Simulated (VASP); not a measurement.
Runs of VASP 6.6.1 on AlIr. The structure is that of space group Pm-3m (No. 221), or close to it. The cells are those of the table. 

```tsv
task	cell	gap on the mesh (eV)	pressure (GPa)
single point	a = 2.983 Å, 2 atoms	none	-2.6
single point	a = 2.968 Å, 2 atoms	none	(a)
relaxation of cell and atoms	relaxed from a = 2.995 Å, 2 atoms	none	-0.1
single point	a = 2.953 Å, 2 atoms	none	5.4
```

Alike in all rows: level LDA; potentials or basis VASP PAW LDA potentials, release 64 (Al, Ir); no spin polarisation; k mesh 9 × 9 × 9; cutoff (eV) 500; smearing gaussian 0.1 eV.

Task: Fill in the values left out.

Result: (a) 1.3.

Caveats: spin-orbit coupling is left out, which moves the levels of the heavy elements.

A k mesh can miss the band edges, and the runs leave out spin-orbit coupling on Ir.

A gap of «none» marks levels without a gap at the run's occupations.
